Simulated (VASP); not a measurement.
# TaSi26C27 (a cell with a defect) (Moissanite 3C) in VASP: electric field gradients with PBE

Aim: the electric field gradients of TaSi26C27 (a cell with a defect) (Moissanite 3C) with PBE.

Program: VASP 6.6.1. These are calculated values, not measurements. Logs are shortened: lines on timing, memory, paths and dates and some standing lists are left out, and cuts for length are marked.

### 1 The cell of the first run

The cell holds a defect, 54 atoms: a = 9.245 Å, b = 9.245 Å, c = 9.245 Å, α = 60.00°, β = 60.00°, γ = 60.00°.

### 2 Electric field gradients, PBE

The input, INCAR:

```
PREC = Accurate ; ENCUT = 520
EDIFF = 1E-8 ; ISMEAR = -1
SIGMA = 0.01 ; LREAL = Auto
LASPH = T ; NELM = 60
ALGO = Normal ; ISIF = 2
LWAVE = F ; LCHARG = F
GGA = PE ; LEFG = T
NELECT = 222.0 ; NBANDS = 144
```

The input, KPOINTS:

```
Automatic mesh
0
Gamma
  3 3 3
```

The input, POSCAR:

```
TaSi26C27
1.0
    0.0000000000      6.5370000000      6.5370000000
    6.5370000000      0.0000000000      6.5370000000
    6.5370000000      6.5370000000      0.0000000000
Ta Si C
1 26 27
Direct
    0.0000000000      0.0000000000      0.0000000000
    0.0000000000      0.0000000000      0.3333333333
    0.0000000000      0.0000000000      0.6666666667
    0.0000000000      0.3333333333      0.0000000000
    0.0000000000      0.3333333333      0.3333333333
    0.0000000000      0.3333333333      0.6666666667
    0.0000000000      0.6666666667      0.0000000000
    0.0000000000      0.6666666667      0.3333333333
    0.0000000000      0.6666666667      0.6666666667
    0.3333333333      0.0000000000      0.0000000000
    0.3333333333      0.0000000000      0.3333333333
    0.3333333333      0.0000000000      0.6666666667
    0.3333333333      0.3333333333      0.0000000000
    0.3333333333      0.3333333333      0.3333333333
    0.3333333333      0.3333333333      0.6666666667
    0.3333333333      0.6666666667      0.0000000000
    0.3333333333      0.6666666667      0.3333333333
    0.3333333333      0.6666666667      0.6666666667
    0.6666666667      0.0000000000      0.0000000000
    0.6666666667      0.0000000000      0.3333333333
    0.6666666667      0.0000000000      0.6666666667
    0.6666666667      0.3333333333      0.0000000000
    0.6666666667      0.3333333333      0.3333333333
    0.6666666667      0.3333333333      0.6666666667
    0.6666666667      0.6666666667      0.0000000000
    0.6666666667      0.6666666667      0.3333333333
    0.6666666667      0.6666666667      0.6666666667
    0.0833333333      0.0833333333      0.0833333333
    0.0833333333      0.0833333333      0.4166666667
    0.0833333333      0.0833333333      0.7500000000
    0.0833333333      0.4166666667      0.0833333333
    0.0833333333      0.4166666667      0.4166666667
    0.0833333333      0.4166666667      0.7500000000
    0.0833333333      0.7500000000      0.0833333333
    0.0833333333      0.7500000000      0.4166666667
    0.0833333333      0.7500000000      0.7500000000
    0.4166666667      0.0833333333      0.0833333333
    0.4166666667      0.0833333333      0.4166666667
    0.4166666667      0.0833333333      0.7500000000
    0.4166666667      0.4166666667      0.0833333333
    0.4166666667      0.4166666667      0.4166666667
    0.4166666667      0.4166666667      0.7500000000
    0.4166666667      0.7500000000      0.0833333333
    0.4166666667      0.7500000000      0.4166666667
    0.4166666667      0.7500000000      0.7500000000
    0.7500000000      0.0833333333      0.0833333333
    0.7500000000      0.0833333333      0.4166666667
    0.7500000000      0.0833333333      0.7500000000
    0.7500000000      0.4166666667      0.0833333333
    0.7500000000      0.4166666667      0.4166666667
    0.7500000000      0.4166666667      0.7500000000
    0.7500000000      0.7500000000      0.0833333333
    0.7500000000      0.7500000000      0.4166666667
    0.7500000000      0.7500000000      0.7500000000
```

Potentials or basis: VASP PAW PBE potentials, release 64 (Ta_pv, Si, C).

The run is started by

```sh
$ cat potpaw_PBE.64/Ta_pv/POTCAR potpaw_PBE.64/Si/POTCAR potpaw_PBE.64/C/POTCAR > POTCAR
$ mpirun -np 1 vasp_std > vasp.out
```

OUTCAR:

```text
PREC = Accurate
   ENCUT = 520
   EDIFF = 1E-8
   ISMEAR = -1
   LREAL = Auto
   LASPH = T
   NELM = 60
   ISIF = 2
   GGA = PE
   NELECT = 222.0

 ion  position               nearest neighbor table
   1  0.000  0.000  0.000-  28 1.89  30 1.89  34 1.89  46 1.89   7 3.08   8 3.08  10 3.08  12 3.08
                            16 3.08  19 3.08  20 3.08  22 3.08   2 3.08   3 3.08   4 3.08   6 3.08
   2  0.000  0.000  0.333-  28 1.89  29 1.89  35 1.89  47 1.89  10 3.08  11 3.08  17 3.08  20 3.08
                            23 3.08   1 3.08   4 3.08   5 3.08   8 3.08  21 3.08   9 3.08   3 3.08
   3  0.000  0.000  0.667-  30 1.89  29 1.89  36 1.89  48 1.89  12 3.08  18 3.08  19 3.08  21 3.08
                            24 3.08   1 3.08   6 3.08   7 3.08   9 3.08  11 3.08   5 3.08   2 3.08
   4  0.000  0.333  0.000-  28 1.89  31 1.89  33 1.89  49 1.89  10 3.08  13 3.08  15 3.08  22 3.08
                            23 3.08   1 3.08   2 3.08   5 3.08   6 3.08   9 3.08  25 3.08   7 3.08
   5  0.000  0.333  0.333-  29 1.89  31 1.89  50 1.89  32 1.89  14 3.08  23 3.08   2 3.08   4 3.08
                            11 3.08  13 3.08   3 3.08   7 3.08  24 3.08  26 3.08   6 3.08   8 3.08
   6  0.000  0.333  0.667-  30 1.89  32 1.89  33 1.89  51 1.89  15 3.08  22 3.08  24 3.08   1 3.08
                             3 3.08   4 3.08  12 3.08  14 3.08  27 3.08   8 3.08   9 3.08   5 3.08
   7  0.000  0.667  0.000-  34 1.89  31 1.89  36 1.89  52 1.89  16 3.08  18 3.08  19 3.08  25 3.08
                            26 3.08   1 3.08   3 3.08   8 3.08   9 3.08  13 3.08   5 3.08   4 3.08
   8  0.000  0.667  0.333-  32 1.89  34 1.89  35 1.89  53 1.89  17 3.08  20 3.08  26 3.08   1 3.08
                             2 3.08   7 3.08  16 3.08  14 3.08  27 3.08   5 3.08   9 3.08   6 3.08
   9  0.000  0.667  0.667-  36 1.89  35 1.89  33 1.89  54 1.89  25 3.08  27 3.08   3 3.08   7 3.08
[... 62 lines left out ...]
  53  0.750  0.750  0.417-   8 1.89  20 1.89  26 1.89  27 1.89
  54  0.750  0.750  0.750-  27 1.89  21 1.89  25 1.89   9 1.89

  LATTYP: Found a face centered cubic cell.
 ALAT       =    13.0740000000

  Lattice vectors:

 A1 = (   0.0000000000,   6.5370000000,   6.5370000000)
 A2 = (   6.5370000000,   0.0000000000,   6.5370000000)
 A3 = (   6.5370000000,   6.5370000000,   0.0000000000)

Analysis of symmetry for initial positions (statically):
=====================================================================
 Subroutine PRICEL returns:
 Original cell was already a primitive cell.

 Routine SETGRP: Setting up the symmetry group for a
 face centered cubic supercell.

 Subroutine GETGRP returns: Found 24 space group operations
 (whereof 24 operations were pure point group operations)
 out of a pool of 48 trial point group operations.

The static configuration has the point symmetry T_d .

Analysis of symmetry for dynamics (positions and initial velocities):
=====================================================================
 Subroutine PRICEL returns:
 Original cell was already a primitive cell.

 Routine SETGRP: Setting up the symmetry group for a
 face centered cubic supercell.

 Subroutine GETGRP returns: Found 24 space group operations
 (whereof 24 operations were pure point group operations)
 out of a pool of 48 trial point group operations.

The dynamic configuration has the point symmetry T_d .

 Subroutine INISYM returns: Found 24 space group operations
 (whereof 24 operations are pure point group operations),
 and found     1 'primitive' translations

----------------------------------------------------------------------------------------

                                     Primitive cell

  volume of cell :     558.6830

  direct lattice vectors                    reciprocal lattice vectors
     0.000000000  6.537000000  6.537000000    -0.076487685  0.076487685  0.076487685
     6.537000000  0.000000000  6.537000000     0.076487685 -0.076487685  0.076487685
     6.537000000  6.537000000  0.000000000     0.076487685  0.076487685 -0.076487685

  length of vectors
     9.244714057  9.244714057  9.244714057     0.132480557  0.132480557  0.132480557

  position of ions in fractional coordinates (direct lattice)
     0.000000000  0.000000000  0.000000000
     0.000000000  0.000000000  0.333333333
     0.000000000  0.000000000  0.666666667
     0.000000000  0.333333333  0.000000000
     0.000000000  0.333333333  0.333333333
     0.000000000  0.333333333  0.666666667
[... 46 lines left out ...]
     0.750000000  0.750000000  0.416666667
     0.750000000  0.750000000  0.750000000
[... 129 lines left out ...]
  volume/ion in A,a.u.               =      10.35        69.82
  Fermi-wavevector in a.u.,A,eV,Ry     =   1.203568  2.274414 19.709076  1.448576
  Thomas-Fermi vector in A             =   2.339318
   LORBIT       =      0    0 simple, 1 ext, 2 COOP (PROOUT), +10 PAW based schemes
   GGA     = PE    functional components
   LHFCALC =     F    Hartree Fock is set to
   AEXX    =    0.0000 exact exchange contribution
   IVDW    =     0    specifies the selected vdW correction
   LEPSILON=     F    determine dielectric tensor
   LRPA    =     F    only Hartree local field effects (RPA)
 non-spin polarized calculation
  energy-cutoff  :      520.00
  volume of cell :      558.68
 maximum number of plane-waves:     15070
 NGX is ok and might be reduce to    70
   NGX = 35   NGY = 35   NGZ = 35

 number of electron     221.9999998 magnetization

 Free energy of the ion-electron system (eV)
  ---------------------------------------------------
  ext. energy  EPLUGINS =         0.00000000
  ---------------------------------------------------
  free energy    TOTEN  =      -418.31717922 eV

  energy without entropy =     -418.31717922  energy(sigma->0) =     -418.31717922

 E-fermi :   8.3481     XC(G=0): -11.4070

 val. band max:        8.0242544265   @ k =   0.0000   0.0000   0.0000
 cond. band min:       9.5655761860   @ k =   0.3333   0.3333   0.0000
 fundamental gap:      1.5413217595
 Fermi energy:         8.3481389503

 k-point     1 :       0.0000    0.0000    0.0000
  band No.  band energies     occupation
      1     -25.5775      2.00000
      2     -25.5775      2.00000
      3     -25.5775      2.00000
      4      -7.2675      2.00000
      5      -5.2838      2.00000
      6      -5.2838      2.00000
[... 493 lines left out ...]
    122      12.4963      0.00000
    123      12.7505      0.00000
 [bands above 123 left out]

------------------------ aborting loop because EDIFF is reached ----------------------------------------

  FORCE on cell =-STRESS in cart. coord.  units (eV):
  Direction    XX          YY          ZZ          XY          YZ          ZX
  --------------------------------------------------------------------------------------
  -------------------------------------------------------------------------------------
  Total       15.1879220     15.1879220     15.1879220      0.0000000      0.0000000      0.0000000
  in kB       43.5555487     43.5555487     43.5555487      0.0000000      0.0000000      0.0000000
  external PRESSURE =      43.5555487 kB  Pullay stress =       0.0000000 kB

 VOLUME and BASIS-vectors are now :
 -----------------------------------------------------------------------------
  energy-cutoff  :      520.00
  volume of cell :      558.68
      direct lattice vectors                 reciprocal lattice vectors
     0.000000000  6.537000000  6.537000000    -0.076487685  0.076487685  0.076487685
     6.537000000  0.000000000  6.537000000     0.076487685 -0.076487685  0.076487685
     6.537000000  6.537000000  0.000000000     0.076487685  0.076487685 -0.076487685

 POSITION                                       TOTAL-FORCE (eV/Angst)
 -----------------------------------------------------------------------------------
      0.00000      0.00000      0.00000        -0.000000     -0.000000     -0.000000
      2.17900      2.17900      0.00000         0.464573      0.464573     -0.414988
      4.35800      4.35800      0.00000        -0.464573     -0.464573     -0.414988
      2.17900      0.00000      2.17900         0.464573     -0.414988      0.464573
      4.35800      2.17900      2.17900         0.094918     -0.094918     -0.094918
      6.53700      4.35800      2.17900         0.414988     -0.464573      0.464573
[... 46 lines left out ...]
      7.62650      7.62650      9.80550        -0.097048     -0.097048      0.160254
      9.80550      9.80550      9.80550        -0.000000     -0.000000     -0.000000
 -----------------------------------------------------------------------------------
    total drift:                                0.000002      0.000002      0.000002

  FREE ENERGIE OF THE ION-ELECTRON SYSTEM (eV)
  ---------------------------------------------------
  free  energy   TOTEN  =      -418.3171792222 eV

  energy  without entropy=     -418.3171792222  energy(sigma->0) =     -418.31717922

 Electric field gradients (V/A^2)
---------------------------------------------------------------------
 ion       V_xx      V_yy      V_zz      V_xy      V_xz      V_yz
---------------------------------------------------------------------
   1      -0.000     0.000     0.000    -0.001    -0.001    -0.001
   2       0.806     0.806    -1.612     7.748    -6.563    -6.563
   3       0.806     0.806    -1.612     7.748     6.563     6.563
   4       0.806    -1.612     0.806    -6.563     7.748    -6.563
   5       0.000    -0.000    -0.000     0.731     0.731    -0.731
   6      -1.612     0.806     0.806    -6.563     6.563    -7.748
[... 46 lines left out ...]
  53      -0.033    -0.033     0.065    -0.885    -0.706    -0.706
  54       0.000    -0.000     0.000     0.001     0.001     0.001
---------------------------------------------------------------------

 Electric field gradients after diagonalization (V/A^2)
 (convention: |V_zz| > |V_xx| > |V_yy|)
----------------------------------------------------------------------
 ion       V_xx      V_yy      V_zz     asymmetry (V_yy - V_xx)/ V_zz
----------------------------------------------------------------------
   1       0.001     0.001    -0.001       0.000
   2      -7.112    -6.942    14.054       0.012
   3      -7.111    -6.942    14.053       0.012
   4      -7.112    -6.942    14.054       0.012
   5       0.731     0.731    -1.463       0.000
   6      -7.112    -6.942    14.053       0.012
[... 46 lines left out ...]
  53       0.852     0.687    -1.539       0.107
  54      -0.001    -0.001     0.001       0.000
----------------------------------------------------------------------

           NMR quadrupolar parameters

 Cq : quadrupolar parameter    Cq=e*Q*V_zz/h
 eta: asymmetry parameters     (V_yy - V_xx)/ V_zz
 Q  : nuclear electric quadrupole moment in mb (millibarn)
----------------------------------------------------------------------
 ion       Cq(MHz)       eta       Q (mb)
----------------------------------------------------------------------
   1      -0.000       0.000       1.000
   2       0.034       0.012       1.000
   3       0.034       0.012       1.000
   4       0.034       0.012       1.000
   5      -0.004       0.000       1.000
   6       0.034       0.012       1.000
[... 46 lines left out ...]
  53      -0.004       0.107       1.000
  54       0.000       0.000       1.000
----------------------------------------------------------------------
```

Run time: 25 min. Hardware: 1 thread of AMD EPYC 7R43 (Zen 3), shared host; peak memory 0.75 GiB.

Results:

```
Free energy   : -418.3172 eV
Largest force : 4.669 eV/Å
```

Forces on the atoms (eV/Å):
```
Ta   0.000  0.000  0.000
Si   0.465  0.465 -0.415
Si  -0.465 -0.465 -0.415
Si   0.465 -0.415  0.465
Si   0.095 -0.095 -0.095
Si   0.415 -0.465  0.465
Si  -0.465 -0.415 -0.465
Si   0.415  0.465 -0.465
Si   0.077 -0.077 -0.077
Si  -0.415  0.465  0.465
Si  -0.095  0.095 -0.095
Si  -0.465  0.415  0.465
Si  -0.095 -0.095  0.095
Si   0.095  0.095  0.095
Si   0.000  0.000  0.174
Si  -0.465  0.465  0.415
Si   0.000  0.174  0.000
Si  -0.174  0.000  0.000
Si  -0.415 -0.465 -0.465
Si   0.465  0.415 -0.465
Si  -0.077  0.077 -0.077
Si   0.465 -0.465  0.415
Si   0.174  0.000  0.000
Si   0.000 -0.174  0.000
Si  -0.077 -0.077  0.077
Si   0.000  0.000 -0.174
Si   0.077  0.077  0.077
C    2.696  2.696  2.696
C    0.000  0.000  0.080
C   -2.696 -2.696  2.696
C    0.000  0.080  0.000
C   -0.080  0.000  0.000
C   -0.097  0.097 -0.160
C   -2.696  2.696 -2.696
C   -0.097 -0.160  0.097
C    0.160  0.097  0.097
C    0.080  0.000  0.000
C    0.000 -0.080  0.000
C    0.097 -0.097 -0.160
C    0.000  0.000 -0.080
C   -0.040 -0.040 -0.040
C    0.040  0.040 -0.040
C    0.097 -0.160 -0.097
C    0.040 -0.040  0.040
C    0.160 -0.097 -0.097
C    2.696 -2.696 -2.696
C   -0.160 -0.097  0.097
C    0.097  0.160  0.097
C   -0.160  0.097 -0.097
C   -0.040  0.040  0.040
C   -0.097  0.160 -0.097
C    0.097  0.097  0.160
C   -0.097 -0.097  0.160
C    0.000  0.000  0.000
```

Electric field gradients, principal values (V/Å²):
| atom | least | middle | greatest (by size) |
| --- | --- | --- | --- |
| 1 Ta | -0.001 | 0.001 | 0.001 |
| 2 Si | -6.942 | -7.112 | 14.054 |
| 3 Si | -6.942 | -7.111 | 14.053 |
| 4 Si | -6.942 | -7.112 | 14.054 |
| 5 Si | 0.731 | 0.731 | -1.463 |
| 6 Si | -6.942 | -7.112 | 14.053 |
| 7 Si | -6.942 | -7.111 | 14.053 |
| 8 Si | -6.942 | -7.112 | 14.053 |
| 9 Si | 0.824 | 0.824 | -1.648 |
| 10 Si | -6.942 | -7.112 | 14.054 |
| 11 Si | 0.731 | 0.731 | -1.463 |
| 12 Si | -6.942 | -7.112 | 14.053 |
| 13 Si | 0.731 | 0.731 | -1.463 |
| 14 Si | 0.731 | 0.731 | -1.463 |
| 15 Si | 0.343 | 1.040 | -1.383 |
| 16 Si | -6.942 | -7.112 | 14.053 |
| 17 Si | 0.343 | 1.040 | -1.383 |
| 18 Si | 0.343 | 1.040 | -1.383 |
| 19 Si | -6.942 | -7.111 | 14.053 |
| 20 Si | -6.942 | -7.112 | 14.053 |
| 21 Si | 0.824 | 0.824 | -1.648 |
| 22 Si | -6.942 | -7.112 | 14.053 |
| 23 Si | 0.343 | 1.040 | -1.383 |
| 24 Si | 0.343 | 1.040 | -1.383 |
| 25 Si | 0.824 | 0.824 | -1.648 |
| 26 Si | 0.343 | 1.040 | -1.383 |
| 27 Si | 0.824 | 0.824 | -1.648 |
| 28 C | 8.650 | 8.650 | -17.300 |
| 29 C | -1.305 | -2.407 | 3.713 |
| 30 C | 8.650 | 8.650 | -17.301 |
| 31 C | -1.305 | -2.407 | 3.713 |
| 32 C | -1.305 | -2.407 | 3.712 |
| 33 C | 0.687 | 0.853 | -1.540 |
| 34 C | 8.650 | 8.650 | -17.301 |
| 35 C | 0.687 | 0.853 | -1.540 |
| 36 C | 0.688 | 0.852 | -1.540 |
| 37 C | -1.305 | -2.407 | 3.713 |
| 38 C | -1.305 | -2.407 | 3.712 |
| 39 C | 0.687 | 0.853 | -1.540 |
| 40 C | -1.305 | -2.407 | 3.712 |
| 41 C | 0.106 | 0.106 | -0.213 |
| 42 C | 0.107 | 0.107 | -0.214 |
| 43 C | 0.687 | 0.853 | -1.540 |
| 44 C | 0.107 | 0.107 | -0.214 |
| 45 C | 0.687 | 0.852 | -1.539 |
| 46 C | 8.650 | 8.650 | -17.301 |
| 47 C | 0.687 | 0.853 | -1.540 |
| 48 C | 0.688 | 0.852 | -1.540 |
| 49 C | 0.687 | 0.853 | -1.540 |
| 50 C | 0.107 | 0.107 | -0.214 |
| 51 C | 0.687 | 0.852 | -1.539 |
| 52 C | 0.688 | 0.852 | -1.540 |
| 53 C | 0.687 | 0.852 | -1.539 |
| 54 C | -0.001 | -0.001 | 0.001 |

Caveat: the cell carries a net charge on a neutralising background, which shifts energy and pressure; the cell is charged against a uniform background, so pressure and absolute levels hang on convention; without QUAD_EFG the Cq values of the log hold for a quadrupole moment of 1 mb, not for the nuclei; spin-orbit coupling is left out, which moves the levels of the heavy elements.
